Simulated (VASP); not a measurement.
# Sb3P (Pm-3m) in VASP: notebook, part 2 of 2

VASP 6.6.1. Earlier steps stand in the parts before.

### 4 Relaxation of cell and atoms, PBE

INCAR

```
PREC = Accurate ; ENCUT = 600
EDIFF = 1E-6 ; ISMEAR = 0
SIGMA = 0.1 ; LREAL = F
LASPH = T ; NELM = 80
ALGO = Normal ; ISIF = 3
LWAVE = F ; LCHARG = F
GGA = PE ; IBRION = 2
NSW = 100 ; EDIFFG = -0.01
```

KPOINTS

```
regular mesh
0
Gamma
  10 10 10
```

POSCAR

```
Sb3P
1.0
    4.6189793547      0.0000000000      0.0000000000
    0.0000000000      4.6189793547      0.0000000000
    0.0000000000      0.0000000000      4.6189793547
Sb P
3 1
Direct
    0.0000000000      0.5000000000      0.5000000000
    0.5000000000      0.0000000000      0.5000000000
    0.5000000000      0.5000000000      0.0000000000
    0.0000000000      0.0000000000      0.0000000000
```

Potentials or basis: VASP PAW PBE potentials, release 64 (Sb, P).

The run is started by

```
$ cat potpaw_PBE.64/Sb/POTCAR potpaw_PBE.64/P/POTCAR > POTCAR
$ mpirun -np 1 vasp_std > vasp.out
```

OUTCAR:

```text
PREC = Accurate
   ENCUT = 600
   EDIFF = 1E-6
   ISMEAR = 0
   LREAL = F
   LASPH = T
   NELM = 80
   ISIF = 3
   GGA = PE
   IBRION = 2
   NSW = 100
   EDIFFG = -0.01

 ion  position               nearest neighbor table
   1  0.000  0.500  0.500-   2 3.27   3 3.27   4 3.27   3 3.27   4 3.27   2 3.27   4 3.27   4 3.27
                             2 3.27   3 3.27   3 3.27   2 3.27
   2  0.500  0.000  0.500-   1 3.27   3 3.27   4 3.27   3 3.27   4 3.27   1 3.27   3 3.27   3 3.27
                             1 3.27   4 3.27   4 3.27   1 3.27
   3  0.500  0.500  0.000-   1 3.27   2 3.27   4 3.27   1 3.27   2 3.27   2 3.27   4 3.27   2 3.27
                             1 3.27   4 3.27   1 3.27   4 3.27
   4  0.000  0.000  0.000-   1 3.27   2 3.27   3 3.27   1 3.27   2 3.27   1 3.27   3 3.27   1 3.27
                             2 3.27   3 3.27   2 3.27   3 3.27

  LATTYP: Found a simple cubic cell.
 ALAT       =     4.6189793547

  Lattice vectors:

 A1 = (   4.6189793547,   0.0000000000,   0.0000000000)
 A2 = (   0.0000000000,   4.6189793547,   0.0000000000)
 A3 = (   0.0000000000,   0.0000000000,   4.6189793547)

Analysis of symmetry for initial positions (statically):
=====================================================================
 Subroutine PRICEL returns:
 Original cell was already a primitive cell.

 Routine SETGRP: Setting up the symmetry group for a
 simple cubic supercell.

 Subroutine GETGRP returns: Found 48 space group operations
 (whereof 48 operations were pure point group operations)
 out of a pool of 48 trial point group operations.

The static configuration has the point symmetry O_h .

Analysis of symmetry for dynamics (positions and initial velocities):
=====================================================================
 Subroutine PRICEL returns:
 Original cell was already a primitive cell.

 Routine SETGRP: Setting up the symmetry group for a
 simple cubic supercell.

 Subroutine GETGRP returns: Found 48 space group operations
 (whereof 48 operations were pure point group operations)
[... 151 lines left out ...]
  ---------------------------------------------------
  ext. energy  EPLUGINS =         0.00000000
  ---------------------------------------------------
  free energy    TOTEN  =       -15.73029732 eV

  energy without entropy =      -15.71846803  energy(sigma->0) =      -15.72438267

------------------------ aborting loop because EDIFF is reached ----------------------------------------

  FORCE on cell =-STRESS in cart. coord.  units (eV):
  Direction    XX          YY          ZZ          XY          YZ          ZX
  --------------------------------------------------------------------------------------
  -------------------------------------------------------------------------------------
  Total       -0.3778369     -0.3778369     -0.3778369      0.0000000     -0.0000000      0.0000000
  in kB       -6.1429492     -6.1429492     -6.1429492      0.0000000     -0.0000000      0.0000000
  external PRESSURE =      -6.1429492 kB  Pullay stress =       0.0000000 kB
[... 63 lines left out ...]
--------------------------------------- Ionic step        3  -------------------------------------------

 number of electron      20.0000000 magnetization

 Free energy of the ion-electron system (eV)
  ---------------------------------------------------
  ext. energy  EPLUGINS =         0.00000000
  ---------------------------------------------------
  free energy    TOTEN  =       -15.73213030 eV

  energy without entropy =      -15.72044099  energy(sigma->0) =      -15.72628564

 E-fermi :   8.3561     XC(G=0): -10.3397

 val. band max:        8.3295884357   @ k =   0.5000   0.3000   0.0000
 cond. band min:       8.3823122937   @ k =   0.5000   0.4000   0.1000
 fundamental gap:      0.0527238580
 Fermi energy:         8.3560880602

 k-point     1 :       0.0000    0.0000    0.0000
  band No.  band energies     occupation
      1      -4.9210      2.00000
      2       0.0420      2.00000
      3       1.0796      2.00000
      4       1.0796      2.00000
      5       3.3381      2.00000
      6       3.3381      2.00000
      7       3.3381      2.00000
      8       8.3015      1.56020
      9       8.3015      1.56020
     10       8.3015      1.56020
     11       9.2362      0.00000
     12       9.2362      0.00000
     13       9.2362      0.00000
     14      12.2095      0.00000
[... 377 lines left out ...]
      1      -4.1650      2.00000
      2      -1.5388      2.00000
      3       0.2252      2.00000
      4       0.8114      2.00000
      5       4.2051      2.00000
      6       4.4262      2.00000
      7       6.1898      2.00000
      8       6.3055      2.00000
      9       6.3350      2.00000
     10       8.0837      1.99988
     11       8.4355      0.26136
     12       8.6421      0.00005
     13       9.5764      0.00000
     14      10.1753      0.00000

 [... further k-points ...]

------------------------ aborting loop because EDIFF is reached ----------------------------------------

  FORCE on cell =-STRESS in cart. coord.  units (eV):
  Direction    XX          YY          ZZ          XY          YZ          ZX
  --------------------------------------------------------------------------------------
  -------------------------------------------------------------------------------------
  Total        0.0058747      0.0058747      0.0058747      0.0000000      0.0000000      0.0000000
  in kB        0.0964343      0.0964343      0.0964343      0.0000000      0.0000000      0.0000000
  external PRESSURE =       0.0964343 kB  Pullay stress =       0.0000000 kB
[... 19 lines left out ...]
  FREE ENERGIE OF THE ION-ELECTRON SYSTEM (eV)
  ---------------------------------------------------
  free  energy   TOTEN  =       -15.7321302968 eV

  energy  without entropy=      -15.7204409930  energy(sigma->0) =      -15.72628564

 reached required accuracy - stopping structural energy minimisation
```

OSZICAR:

```text
N       E                     dE             d eps       ncg     rms          rms(c)
DAV:   1     0.986051141327E+02    0.98605E+02   -0.77190E+03  1568   0.128E+03
DAV:   2    -0.945970124510E+01   -0.10806E+03   -0.10555E+03  2024   0.189E+02
DAV:   3    -0.157826466782E+02   -0.63229E+01   -0.61933E+01  2020   0.490E+01
DAV:   4    -0.158959844088E+02   -0.11334E+00   -0.11280E+00  1842   0.694E+00
[... 19 lines left out ...]
DAV:   1    -0.157325352967E+02   -0.74453E-03   -0.13043E-02  1580   0.603E-01    0.105E-01
DAV:   2    -0.157322740808E+02    0.26122E-03   -0.40250E-04  1688   0.121E-01    0.536E-02
DAV:   3    -0.157321393818E+02    0.13470E-03   -0.17914E-04  1634   0.728E-02    0.127E-02
DAV:   4    -0.157321312743E+02    0.81076E-05   -0.12070E-05  1910   0.193E-02    0.115E-02
DAV:   5    -0.157321302968E+02    0.97748E-06   -0.53283E-07   874   0.488E-03
   3 F= -.15732130E+02 E0= -.15726286E+02  d E =-.183297E-02
```

CONTCAR:

```text
Sb3P
   1.00000000000000
     4.6041999455574416    0.0000000000000000    0.0000000000000000
     0.0000000000000000    4.6041999455574416    0.0000000000000000
    -0.0000000000000001   -0.0000000000000000    4.6041999455574416
  Sb              P
     3     1
Direct
     0.0000000000000000    0.5000000000000000    0.5000000000000000
     0.5000000000000000    0.0000000000000000    0.5000000000000000
     0.5000000000000000    0.5000000000000000    0.0000000000000000
     0.0000000000000000    0.0000000000000000    0.0000000000000000

  0.00000000E+00  0.00000000E+00  0.00000000E+00
  0.00000000E+00  0.00000000E+00  0.00000000E+00
  0.00000000E+00  0.00000000E+00  0.00000000E+00
  0.00000000E+00  0.00000000E+00  0.00000000E+00
```

Run time: 1.7 min. Hardware: 1 thread of Intel Xeon 6975P-C (Granite Rapids), shared host; peak memory 0.3 GiB.

What came out:

```yaml
Free_energy: -15.7321 eV
Relaxed_volume: 24.40 Å³/atom
Relaxed_cell: a = 4.604 Å, b = 4.604 Å, c = 4.604 Å, α = 90.00°, β = 90.00°, γ = 90.00°
Space_group_after_relaxing_to_0.1_Å: Pm-3m (No. 221)
Energy_gained_by_relaxing: 0.5 meV/atom
Ionic_steps: 3
Pressure_after_relaxing: 0.0 GPa
Band_gap_on_the_k_mesh: zero (bands 10 and 11 overlap by 3.73 eV)
```

The path:
```
step  energy change (eV)  largest force (eV/Å)  pressure (GPa)  volume (Å³)
   1              0.0000                0.0000           -0.61        98.55
   2             -0.0015                0.0000            0.28        97.20
   3             -0.0018                0.0000            0.01        97.60
```

Final structure:
```cif
data_structure
_symmetry_space_group_name_H-M 'P 1'
_symmetry_Int_Tables_number 1
_cell_length_a 4.6042
_cell_length_b 4.6042
_cell_length_c 4.6042
_cell_angle_alpha 90.000
_cell_angle_beta 90.000
_cell_angle_gamma 90.000
_cell_volume 97.60
loop_
_atom_site_label
_atom_site_type_symbol
_atom_site_fract_x
_atom_site_fract_y
_atom_site_fract_z
_atom_site_occupancy
Sb1 Sb 0.00000 0.50000 0.50000 1
Sb2 Sb 0.50000 0.00000 0.50000 1
Sb3 Sb 0.50000 0.50000 0.00000 1
P1 P 0.00000 0.00000 0.00000 1
```

Levels at points of the mesh, in eV from the Fermi level:
```tsv
k point	band 8	band 9	band 10	band 11	band 12	band 13
(0.00, 0.00, 0.00)	-0.05	-0.05	-0.05	0.88	0.88	0.88
(0.50, 0.00, 0.00)	-3.16	-1.72	-1.32	0.85	1.00	1.76
(0.50, 0.50, 0.00)	-2.32	-1.74	-1.45	-1.27	-1.27	2.82
(0.50, 0.50, 0.50)	-5.83	2.47	2.47	2.47	4.23	4.23
```

Caveat: spin-orbit coupling is left out, which moves the levels of the heavy elements.

### 5 Overview

| task | cell | k mesh | cutoff (eV) | gap on the mesh (eV) | pressure (GPa) |
| --- | --- | --- | --- | --- | --- |
| single point | a = 4.619 Å, 4 atoms | 4 × 4 × 4 | 520 | none | -0.1 |
| single point | a = 4.608 Å, 4 atoms | 10 × 10 × 10 | 520 | none | -0.2 |
| relaxation of cell and atoms | relaxed from a = 4.619 Å, 4 atoms | 10 × 10 × 10 | 600 | none | 0.0 |

Alike in all rows: level PBE; potentials or basis VASP PAW PBE potentials, release 64 (Sb, P); no spin polarisation; smearing gaussian 0.1 eV.

Caveats: spin-orbit coupling is left out, which moves the levels of the heavy elements.

Absolute energies hang on the potentials; compare differences alone.
